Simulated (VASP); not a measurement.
Here is a VASP 6.6.1 calculation.

The input INCAR:

```
ALGO = Fast
EDIFF = 1E-6
ENCUT = 520
GGA = PE
ISIF = 2
ISMEAR = -1
ISPIN = 2
LASPH = True
LCHARG = False
LMAXMIX = 4
LORBIT = 11
LREAL = False
LWAVE = False
MAGMOM = 0 0 0 4
NBANDS = 36
NELM = 150
PREC = Accurate
SIGMA = 0.05
```

Contents of KPOINTS:

```
k-points
0
Gamma
  6 6 6
```

POSCAR

```
MnHg3
1.0
    4.3881991066      0.0000000000      0.0000000000
    0.0000000000      4.3881991066      0.0000000000
    0.0000000000      0.0000000000      4.3881991066
Hg Mn
3 1
Direct
    0.5000000000      0.5000000000      0.0000000000
    0.0000000000      0.5000000000      0.5000000000
    0.5000000000      0.0000000000      0.5000000000
    0.0000000000      0.0000000000      0.0000000000
```

Potentials or basis: VASP PAW PBE potentials, release 64 (Hg, Mn_pv).

Command:

```bash
$ cat potpaw_PBE.64/Hg/POTCAR potpaw_PBE.64/Mn_pv/POTCAR > POTCAR
$ mpirun -np 1 vasp_std > vasp.out
```

Problem. Estimate the site moments.

Solution. Hg -0.02; Mn +4.04 μB.

Problem. Estimate the net moment.

Solution. 4.15 μB per cell.

Problem. Estimate the pressure.

Solution. 1.1 GPa.
